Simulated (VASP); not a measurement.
Ta:

```
Ta
1.0
    -1.62767    1.62767    1.62767
     1.62767   -1.62767    1.62767
     1.62767    1.62767   -1.62767
Ta
1
Direct
  0.00000 0.00000 0.00000
```

Base run:

- Program: VASP 6.6.1
- Functional: LDA
- Potentials or basis: VASP PAW LDA potentials, release 64 (Ta_sv_GW)
- Cutoff: 500 eV
- k mesh: 14 × 14 × 14
- Occupations: gaussian, width 0.01 eV
- Spin: no spin polarisation

Its results: band gap on the k mesh zero (an odd number of electrons rules out a gap without spin polarisation); pressure -0.5 GPa.

The run is repeated on the same cell with these changes: occupations from gaussian, width 0.01 eV to fermi-dirac, width 1 eV. What comes out?

Band gap on the k mesh zero (an odd number of electrons rules out a gap without spin polarisation); pressure 13.3 GPa.

Caveats: spin-orbit coupling is left out, which moves the levels of the heavy elements; the cell stands under pressure (at least some runs); so wide a smearing shifts energies and pressures (at least some runs).
